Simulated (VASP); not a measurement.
# SiC in VASP: further runs

The runs below take SiC through single point, relaxation of cell and atoms, with LDA.

Program: VASP 6.6.1. These are calculated values, not measurements. Logs are shortened: lines on timing, memory, paths and dates and some standing lists are left out, and cuts for length are marked.

### Step 1. The cell of the first run

Symmetry: P6_3mc, No. 186, hexagonal system. The conventional cell has a = 3.059 Å, b = 3.059 Å, c = 15.010 Å, α = 90.00°, β = 90.00°, γ = 120.00°. Within 2.5 Å of Si (site symmetry 3m) lie 4 C at 1.87 to 1.88 Å. Within 2.5 Å of Si (site symmetry 3m) lie 4 C at 1.87 to 1.88 Å. Si (site symmetry 3m) has 4 C at 1.87 to 1.88 Å within 2.5 Å. Within 2.5 Å of C (site symmetry 3m) lie 4 Si at 1.87 to 1.88 Å. C (site symmetry 3m) has 4 Si at 1.87 to 1.88 Å within 2.5 Å. Within 2.5 Å of C (site symmetry 3m) lie 4 Si at 1.87 to 1.88 Å.

### Step 2. Single point, LDA

INCAR

```
ALGO     = Normal         # electronic algorithm
EDIFF    = 1E-6           # SCF threshold, eV
ENCUT    = 520            # plane-wave cutoff, eV
GGA      = CA             # functional
ISIF     = 2              # what is computed and relaxed
ISMEAR   = 0              # smearing method
LASPH    = True           # aspherical terms in the spheres
LCHARG   = False          # write CHGCAR
LREAL    = False          # projectors in reciprocal space
LWAVE    = False          # write WAVECAR
NBANDS   = 36             # bands
NELM     = 60             # most SCF steps
PREC     = Accurate       # precision mode
SIGMA    = 0.01           # smearing width, eV
```

KPOINTS

```
k-points
0
Gamma
  8 8 2
```

POSCAR

```
SiC
1.0
    1.5296578369     -2.6494440759      0.0000000000
    1.5296578369      2.6494440759      0.0000000000
    0.0000000000      0.0000000000     15.0103014633
Si C
6 6
Direct
    0.1666661213      0.8333338787      0.8577026189
    0.8333338787      0.1666661213      0.3577026189
    0.5000006987      0.4999993013      0.5244815278
    0.4999993013      0.5000006987      0.0244815278
    0.8333334193      0.1666665807      0.6912130347
    0.1666665807      0.8333334193      0.1912130347
    0.5000003968      0.4999996032      0.6498397435
    0.4999996032      0.5000003968      0.1498397435
    0.1666664908      0.8333335092      0.9826972784
    0.8333335092      0.1666664908      0.4826972784
    0.8333333677      0.1666666323      0.8162057967
    0.1666666323      0.8333333677      0.3162057967
```

Potentials or basis: VASP PAW LDA potentials, release 64 (Si, C).

Run with:

```
$ cat potpaw_LDA.64/Si/POTCAR potpaw_LDA.64/C/POTCAR > POTCAR
$ mpirun -np 1 vasp_std > vasp.out
```

OUTCAR:

```text
EDIFF = 1E-6
   ENCUT = 520
   GGA = CA
   ISIF = 2
   ISMEAR = 0
   LASPH = True
   LREAL = False
   NELM = 60
   PREC = Accurate

 ion  position               nearest neighbor table
   1  0.167  0.833  0.858-  11 1.87  11 1.87  11 1.87   9 1.88   5 3.06   5 3.06   5 3.06   4 3.06
                             4 3.06   4 3.06
   2  0.833  0.167  0.358-  12 1.87  12 1.87  12 1.87  10 1.88   6 3.06   6 3.06   6 3.06   3 3.06
                             3 3.06   3 3.06
   3  0.500  0.500  0.524-  10 1.87  10 1.87  10 1.87   7 1.88   5 3.06   5 3.06   5 3.06   2 3.06
                             2 3.06   2 3.06
   4  0.500  0.500  0.024-   9 1.87   9 1.87   9 1.87   8 1.88   6 3.06   6 3.06   6 3.06   1 3.06
                             1 3.06   1 3.06
   5  0.833  0.167  0.691-   7 1.87   7 1.87   7 1.87  11 1.88   1 3.06   1 3.06   1 3.06   3 3.06
                             3 3.06   3 3.06
   6  0.167  0.833  0.191-   8 1.87   8 1.87   8 1.87  12 1.88   2 3.06   2 3.06   2 3.06   4 3.06
                             4 3.06   4 3.06
   7  0.500  0.500  0.650-   5 1.87   5 1.87   5 1.87   3 1.88
   8  0.500  0.500  0.150-   6 1.87   6 1.87   6 1.87   4 1.88
   9  0.167  0.833  0.983-   4 1.87   4 1.87   4 1.87   1 1.88
  10  0.833  0.167  0.483-   3 1.87   3 1.87   3 1.87   2 1.88
  11  0.833  0.167  0.816-   1 1.87   1 1.87   1 1.87   5 1.88
  12  0.167  0.833  0.316-   2 1.87   2 1.87   2 1.87   6 1.88

  LATTYP: Found a hexagonal cell.
 ALAT       =     3.0593147941
 C/A-ratio  =     4.9064259397

  Lattice vectors:

 A1 = (   1.5296578369,  -2.6494440759,   0.0000000000)
 A2 = (   1.5296578369,   2.6494440759,   0.0000000000)
 A3 = (   0.0000000000,   0.0000000000,  15.0103014633)

Analysis of symmetry for initial positions (statically):
=====================================================================
 Subroutine PRICEL returns:
 Original cell was already a primitive cell.

 Routine SETGRP: Setting up the symmetry group for a
 hexagonal supercell.

 Subroutine GETGRP returns: Found 12 space group operations
 (whereof  2 operations were pure point group operations)
 out of a pool of 24 trial point group operations.

The static configuration has the point symmetry C_1h.
 The point group associated with its full space group is C_6v.

Analysis of symmetry for dynamics (positions and initial velocities):
=====================================================================
 Subroutine PRICEL returns:
 Original cell was already a primitive cell.

 Routine SETGRP: Setting up the symmetry group for a
 hexagonal supercell.

 Subroutine GETGRP returns: Found 12 space group operations
 (whereof  2 operations were pure point group operations)
 out of a pool of 24 trial point group operations.

The dynamic configuration has the point symmetry C_1h.
 The point group associated with its full space group is C_6v.

 Subroutine INISYM returns: Found 12 space group operations
 (whereof  2 operations are pure point group operations),
 and found     1 'primitive' translations

----------------------------------------------------------------------------------------

                                     Primitive cell

  volume of cell :     121.6658

  direct lattice vectors                    reciprocal lattice vectors
     1.529657837 -2.649444076  0.000000000     0.326870486 -0.188718835  0.000000000
     1.529657837  2.649444076  0.000000000     0.326870486  0.188718835  0.000000000
     0.000000000  0.000000000 15.010301463     0.000000000  0.000000000  0.066620914

  length of vectors
     3.059314794  3.059314794 15.010301463     0.377437562  0.377437562  0.066620914

  position of ions in fractional coordinates (direct lattice)
     0.166666121  0.833333879  0.857702619
     0.833333879  0.166666121  0.357702619
     0.500000699  0.499999301  0.524481528
     0.499999301  0.500000699  0.024481528
     0.833333419  0.166666581  0.691213035
     0.166666581  0.833333419  0.191213035
     0.500000397  0.499999603  0.649839744
     0.499999603  0.500000397  0.149839744
     0.166666491  0.833333509  0.982697278
     0.833333509  0.166666491  0.482697278
     0.833333368  0.166666632  0.816205797
     0.166666632  0.833333368  0.316205797

  ion indices of the primitive-cell ions
   primitive index   ion index
                 1           1
                 2           2
                 3           3
                 4           4
                 5           5
                 6           6
                 7           7
                 8           8
                 9           9
                10          10
                11          11
                12          12

----------------------------------------------------------------------------------------

 KPOINTS: k-points

Automatic generation of k-mesh.
 Grid dimensions read from file:
 generate k-points for:    8    8    2

 Generating k-lattice:

  Cartesian coordinates                     Fractional coordinates (reciprocal lattice)
     0.040858811 -0.023589854  0.000000000     0.125000000  0.000000000  0.000000000
     0.040858811  0.023589854  0.000000000     0.000000000  0.125000000  0.000000000
     0.000000000  0.000000000  0.033310457     0.000000000  0.000000000  0.500000000

  Length of vectors
     0.047179695  0.047179695  0.033310457

  Shift w.r.t. Gamma in fractional coordinates (k-lattice)
     0.000000000  0.000000000  0.000000000

 Subroutine IBZKPT returns following result:
 ===========================================

 Found     20 irreducible k-points:

 Following reciprocal coordinates:
            Coordinates               Weight
  0.000000  0.000000  0.000000      1.000000
  0.125000  0.000000  0.000000      6.000000
  0.250000  0.000000  0.000000      6.000000
  0.375000  0.000000  0.000000      6.000000
  0.500000  0.000000  0.000000      3.000000
  0.125000  0.125000  0.000000      6.000000
[... 12 lines left out ...]
  0.250000  0.250000  0.500000      6.000000
  0.375000  0.250000  0.500000      6.000000
   k-points           NKPTS =     20   k-points in BZ     NKDIM =     20   number of bands    NBANDS=     36
   number of dos      NEDOS =    301   number of ions     NIONS =     12
   total plane-waves  NPLWV =  64512
   dimension x,y,z NGX =    24 NGY =   24 NGZ =  112
   dimension x,y,z NGXF=    48 NGYF=   48 NGZF=  224
   ions per type =               6   6
   NGX,Y,Z   is equivalent  to a cutoff of  13.04, 13.04, 12.40 a.u.
   NGXF,Y,Z  is equivalent  to a cutoff of  26.08, 26.08, 24.81 a.u.
 SYSTEM =  unknown system
   PREC   = accura    normal or accurate (medium, high low for compatibility)
   ISTART =      0    job   : 0-new  1-cont  2-samecut
   ICHARG =      2    charge: 1-file 2-atom 10-const
   ISPIN  =      1    spin polarized calculation?
   LNONCOLLINEAR =      F non collinear calculations
   LSORBIT =      F    spin-orbit coupling
   LASPH  =      T    aspherical Exc in radial PAW
   ENCUT  =  520.0 eV  38.22 Ry    6.18 a.u.   5.69  5.69 27.91*2*pi/ulx,y,z
   NELM   =     60;   NELMIN=  2; NELMDL= -5     # of ELM steps
   EDIFF  = 0.1E-05   stopping-criterion for ELM
   LREAL  =      F    real-space projection
   EDIFFG = 0.1E-04   stopping-criterion for IOM
   NSW    =      0    number of steps for IOM
   IBRION =     -1    ionic relax: 0-MD 1-quasi-New 2-CG
   NFREE  =      0    steps in history (QN), initial steepest desc. (CG)
   ISIF   =      2    stress and relaxation
   ISYM   =      2    0-nonsym 1-usesym 2-fastsym
   POTIM  = 0.5000    time-step for ionic-motion
   TEBEG  =    0.0;   TEEND  =   0.0 temperature during run
   PSTRESS=    0.0 pullay stress
   NELECT =      48.0000    total number of electrons
   NUPDOWN=      -1.0000    fix difference up-down
   EMIN   =  10.00;   EMAX   =-10.00  energy-range for DOS
   EFERMI =   0.00;   METHOD = LEGACY
   ISMEAR =     0;   SIGMA  =   0.01  broadening in eV -4-tet -1-fermi 0-gaus
   EFERMI_NEDOS =   21; number of points for ismear=-14 and -15
   IALGO  =     38    algorithm
   IMIX   =      4    mixing-type and parameters
     AMIX     =   0.40;   BMIX     =  1.00
     AMIX_MAG =   1.60;   BMIX_MAG =  1.00
  volume/ion in A,a.u.               =      10.14        68.42
  Fermi-wavevector in a.u.,A,eV,Ry     =   1.200694  2.268983 19.615065  1.441667
  Thomas-Fermi vector in A             =   2.336523
   LORBIT       =      0    0 simple, 1 ext, 2 COOP (PROOUT), +10 PAW based schemes
   GGA     = CA    functional components
   LHFCALC =     F    Hartree Fock is set to
   AEXX    =    0.0000 exact exchange contribution
   IVDW    =     0    specifies the selected vdW correction
   LEPSILON=     F    determine dielectric tensor
   LRPA    =     F    only Hartree local field effects (RPA)
 non-spin polarized calculation
 Gauss-broadening in eV      SIGMA  =   0.01
  energy-cutoff  :      520.00
  volume of cell :      121.67
 maximum number of plane-waves:      3319
 NGX is ok and might be reduce to    24
   NGX = 11   NGY = 11   NGZ = 55

 number of electron      47.9999997 magnetization

 Free energy of the ion-electron system (eV)
  ---------------------------------------------------
  ext. energy  EPLUGINS =         0.00000000
  ---------------------------------------------------
  free energy    TOTEN  =       -99.86544118 eV

  energy without entropy =      -99.86544118  energy(sigma->0) =      -99.86544118

 E-fermi :   8.4544     XC(G=0): -11.6408

 val. band max:        8.3393714693   @ k =   0.0000   0.0000   0.0000
 cond. band min:      10.3050208597   @ k =   0.5000   0.0000   0.0000
 fundamental gap:      1.9656493905
 Fermi energy:         8.4544297754

 k-point     1 :       0.0000    0.0000    0.0000
  band No.  band energies     occupation
      1      -7.1881      2.00000
      2      -6.6560      2.00000
      3      -6.6202      2.00000
      4      -5.0874      2.00000
      5      -5.0592      2.00000
      6      -3.4932      2.00000
[... 28 lines left out ...]
     35      15.7365      0.00000
     36      15.8016      0.00000
[... 710 lines left out ...]
      6      -2.1098      2.00000
[... 28 lines left out ...]
     35      17.2085      0.00000
     36      17.2139      0.00000

------------------------ aborting loop because EDIFF is reached ----------------------------------------

  FORCE on cell =-STRESS in cart. coord.  units (eV):
  Direction    XX          YY          ZZ          XY          YZ          ZX
  --------------------------------------------------------------------------------------
  -------------------------------------------------------------------------------------
  Total        0.3057396      0.3057394      0.3113984     -0.0000000     -0.0000000      0.0000000
  in kB        4.0261856      4.0261826      4.1007042     -0.0000000     -0.0000000      0.0000000
  external PRESSURE =       4.0510241 kB  Pullay stress =       0.0000000 kB

 VOLUME and BASIS-vectors are now :
 -----------------------------------------------------------------------------
  energy-cutoff  :      520.00
  volume of cell :      121.67
      direct lattice vectors                 reciprocal lattice vectors
     1.529657837 -2.649444076  0.000000000     0.326870486 -0.188718835  0.000000000
     1.529657837  2.649444076  0.000000000     0.326870486  0.188718835  0.000000000
     0.000000000  0.000000000 15.010301463     0.000000000  0.000000000  0.066620914

 POSITION                                       TOTAL-FORCE (eV/Angst)
 -----------------------------------------------------------------------------------
      1.52966      1.76630     12.87437         0.000000     -0.000000      0.000072
      1.52966     -1.76630      5.36922        -0.000000     -0.000000      0.000072
      1.52966     -0.00000      7.87263        -0.000000     -0.000000     -0.001157
      1.52966      0.00000      0.36748         0.000000     -0.000000     -0.001157
      1.52966     -1.76630     10.37532        -0.000000     -0.000000      0.001305
      1.52966      1.76630      2.87017        -0.000000     -0.000000      0.001305
      1.52966     -0.00000      9.75429         0.000000      0.000000     -0.000170
      1.52966      0.00000      2.24914        -0.000000     -0.000000     -0.000170
      1.52966      1.76630     14.75058        -0.000000     -0.000000     -0.000429
      1.52966     -1.76630      7.24543        -0.000000      0.000000     -0.000429
      1.52966     -1.76630     12.25150        -0.000000     -0.000000      0.000380
      1.52966      1.76630      4.74634         0.000000      0.000000      0.000380
 -----------------------------------------------------------------------------------
    total drift:                                0.000000      0.005448     -0.000160

  FREE ENERGIE OF THE ION-ELECTRON SYSTEM (eV)
  ---------------------------------------------------
  free  energy   TOTEN  =       -99.8654411829 eV

  energy  without entropy=      -99.8654411829  energy(sigma->0) =      -99.86544118
```

Run time: 39 s. Hardware: 1 thread of Intel Xeon Platinum 8488C (Sapphire Rapids), shared host; peak memory 0.22 GiB.

What came out:

```yaml
Free_energy: -99.8654 eV
Pressure: 0.4 GPa
Band_gap_on_the_k_mesh: 1.97 eV, indirect (least direct gap 3.07 eV)
```

Levels at points of the mesh, in eV from the valence-band top:
| k point | band 21 | band 22 | band 23 | band 24 | band 25 | band 26 | band 27 | band 28 |
| --- | --- | --- | --- | --- | --- | --- | --- | --- |
| (0.00, 0.00, 0.00) | -0.30 | -0.04 | 0.00 | 0.00 | 5.31 | 5.48 | 5.90 | 6.41 |
| (0.50, 0.00, 0.00) | -1.83 | -1.80 | -1.69 | -1.11 | 1.97 | 2.16 | 3.16 | 3.86 |
| (0.00, 0.00, 0.50) | -0.10 | -0.10 | -0.10 | -0.10 | 5.38 | 5.38 | 6.12 | 6.12 |
| (0.50, 0.00, 0.50) | -1.73 | -1.73 | -1.32 | -1.32 | 2.01 | 2.01 | 3.38 | 3.38 |

A k mesh can miss the band edges.

### Step 3. Relaxation of cell and atoms, LDA

This run uses another cell than the first one, of 10.35 Å³/atom, 1.020 times its volume.

INCAR

```
  ALGO = Normal
  EDIFF = 1E-7
  EDIFFG = -0.002
  ENCUT = 600
  GGA = CA
  IBRION = 2
  ISIF = 3
  ISMEAR = 0
  LASPH = True
  LCHARG = False
  LREAL = False
  LWAVE = False
  NELM = 60
  NSW = 80
  PREC = Accurate
  SIGMA = 0.01
```

KPOINTS is that of step 2.

POSCAR

```
SiC
1.0
    1.5389000000     -2.6675000000      0.0000000000
    1.5389000000      2.6675000000      0.0000000000
    0.0000000000      0.0000000000     15.1219000000
Si C
6 6
Direct
    0.1673000000      0.8327000000      0.8580000000
    0.8327000000      0.1673000000      0.3580000000
    0.5007000000      0.4993000000      0.5241000000
    0.4993000000      0.5007000000      0.0241000000
    0.8357000000      0.1643000000      0.6912400000
    0.1643000000      0.8357000000      0.1912400000
    0.4960000000      0.5040000000      0.6503000000
    0.5040000000      0.4960000000      0.1503000000
    0.1600000000      0.8400000000      0.9817000000
    0.8400000000      0.1600000000      0.4817000000
    0.8290000000      0.1710000000      0.8168000000
    0.1710000000      0.8290000000      0.3168000000
```

Potentials or basis: VASP PAW LDA potentials, release 64 (Si, C).

Run with:

```
$ cat potpaw_LDA.64/Si/POTCAR potpaw_LDA.64/C/POTCAR > POTCAR
$ mpirun -np 1 vasp_std > vasp.out
```

Run time: 47 min. Hardware: 1 thread of AMD EPYC 7R43 (Zen 3), shared host; peak memory 0.31 GiB.

It converged, with:

```yaml
Free_energy: -99.8814 eV
Relaxed_volume: 10.15 Å³/atom
Relaxed_cell: a = 3.060 Å, b = 3.060 Å, c = 15.015 Å, α = 90.00°, β = 90.00°, γ = 120.00°
Space_group_after_relaxing_to_0.05_Å: P6_3mc (No. 186)
Energy_gained_by_relaxing: 8.2 meV/atom
Ionic_steps: 22
Pressure_after_relaxing: 0.0 GPa
Band_gap_on_the_k_mesh: 1.97 eV, indirect (least direct gap 3.07 eV)
```

The path:
| step | energy change (eV) | largest force (eV/Å) | pressure (GPa) | volume (Å³) |
| --- | --- | --- | --- | --- |
| 1 | 0.0000 | 0.7132 | -4.08 | 124.15 |
| 2 | -0.0036 | 0.7830 | 4.74 | 119.48 |
| 3 | -0.0922 | 0.1506 | 0.13 | 121.72 |
| 4 | -0.0922 | 0.1548 | 0.22 | 121.68 |
| 5 | -0.0966 | 0.0654 | 0.11 | 121.73 |
| 6 | -0.0966 | 0.0649 | 0.11 | 121.73 |
| 7 | -0.0969 | 0.0465 | -0.11 | 121.85 |
| 8 | -0.0970 | 0.0342 | -0.05 | 121.82 |
| 9 | -0.0972 | 0.0365 | -0.03 | 121.81 |
| 10 | -0.0975 | 0.0461 | 0.01 | 121.79 |
| 11 | -0.0977 | 0.0220 | 0.01 | 121.78 |
| 12 | -0.0978 | 0.0257 | 0.02 | 121.78 |
| 13 | -0.0978 | 0.0291 | 0.02 | 121.78 |
| 14 | -0.0978 | 0.0234 | 0.00 | 121.79 |
| 15 | -0.0979 | 0.0194 | -0.02 | 121.80 |
| 16 | -0.0979 | 0.0176 | 0.00 | 121.79 |
| 17 | -0.0980 | 0.0243 | 0.01 | 121.78 |
| 18 | -0.0980 | 0.0121 | 0.01 | 121.79 |
| 19 | -0.0981 | 0.0091 | 0.01 | 121.79 |
| 20 | -0.0981 | 0.0030 | -0.01 | 121.79 |
| 21 | -0.0981 | 0.0029 | -0.01 | 121.79 |
| 22 | -0.0981 | 0.0018 | 0.00 | 121.79 |

Final structure:
```
Si C
1.0
     1.53015   -2.65034    0.00000
     1.53015    2.65034    0.00000
     0.00000    0.00000   15.01543
Si C
6 6
Direct
  0.16662 0.83338 0.85770
  0.83338 0.16662 0.35770
  0.50006 0.49994 0.52448
  0.49994 0.50006 0.02448
  0.83331 0.16669 0.69121
  0.16669 0.83331 0.19121
  0.49998 0.50002 0.64984
  0.50002 0.49998 0.14984
  0.16660 0.83340 0.98270
  0.83340 0.16660 0.48270
  0.83330 0.16670 0.81621
  0.16670 0.83330 0.31621
```

Levels at points of the mesh, in eV from the valence-band top:
```
           k point  band 22  band 23  band 24  band 25  band 26  band 27
(0.00, 0.00, 0.00)    -0.04     0.00     0.00     5.30     5.47     5.89
(0.50, 0.00, 0.00)    -1.80    -1.69    -1.11     1.97     2.16     3.16
(0.50, 0.50, 0.00)    -1.80    -1.69    -1.11     1.97     2.16     3.16
(0.00, 0.00, 0.50)    -0.10    -0.10    -0.10     5.37     5.37     6.12
(0.50, 0.00, 0.50)    -1.73    -1.32    -1.32     2.01     2.01     3.38
(0.50, 0.50, 0.50)    -1.73    -1.32    -1.32     2.01     2.01     3.38
```

A k mesh can miss the band edges. LDA gaps usually lie below the measured ones, often by a third to a half.
